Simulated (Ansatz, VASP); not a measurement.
One calculation of Zn6In6Ga5O24, two programs

```
Zn In Ga O
1.0
     0.00000    5.82082    0.00000
     0.00000   -1.94027    8.71340
    10.08196    0.00000    0.00000
Zn In Ga O
6 6 5 24
Direct
  0.21305 0.63726 0.33742
  0.71066 0.63269 0.16659
  0.22038 0.66365 0.66658
  0.72165 0.66099 0.50341
  0.21298 0.63718 0.99575
  0.72158 0.66089 0.82974
  0.99909 0.99964 0.33310
  0.48872 0.98676 0.16654
  0.00635 0.01825 0.66662
  0.50278 0.01081 0.49936
  0.99896 0.99954 0.00013
  0.50269 0.01075 0.83385
  0.28830 0.36140 0.50032
  0.78604 0.35571 0.33209
  0.28827 0.36138 0.83283
  0.78954 0.36181 0.66657
  0.78600 0.35568 0.00105
  0.29085 0.87188 0.34307
  0.78225 0.86700 0.16659
  0.29363 0.89182 0.66660
  0.79654 0.88956 0.50287
  0.29079 0.87184 0.99017
  0.79644 0.88949 0.83030
  0.19826 0.10105 0.16661
  0.21039 0.13456 0.49485
  0.70855 0.12835 0.32791
  0.21035 0.13452 0.83838
  0.70944 0.13543 0.66663
  0.70849 0.12830 0.00526
  0.11611 0.39144 0.34857
  0.65851 0.39053 0.16658
  0.12270 0.35941 0.66657
  0.62100 0.36259 0.49970
  0.11605 0.39139 0.98458
  0.62103 0.36269 0.83344
  0.37578 0.63686 0.16655
  0.37394 0.59630 0.50710
  0.86070 0.60109 0.33849
  0.37389 0.59627 0.82604
  0.86862 0.59128 0.66654
  0.86065 0.60108 0.99468
```

Alike in both runs: functional PBE; k mesh 2 × 2 × 1; occupations gaussian, width 0.05 eV; collinear spin.

Ansatz relaxed the structure, and its values are those at the end. VASP's run is a single point on that final structure, the one shown.

|  | VASP | Ansatz |
| --- | --- | --- |
| version | VASP 6.6.1 | Ansatz 0.2.0 |
| potentials or method | VASP PAW PBE potentials, release 64 (Zn, In_d, Ga_d, O), cutoff 520 eV | scalar-relativistic, plane waves, PAW |
| valence electrons in the cell | 359 | 359 |

|  | VASP | Ansatz | Ansatz less VASP |
| --- | --- | --- | --- |
| rms of the force components (eV/Å) | 0.015 | 0.011 | -0.0042 |
| net moment per atom (μB) | 0.07 | 0.07 | 0.000 |
| size of the moment on the site where the two differ most (μB) | 0.41 | 0.43 | +0.017 |

Site moments also hang on the region over which each program counts them.

The k mesh is coarse, so the values compare programs but aren't converged.
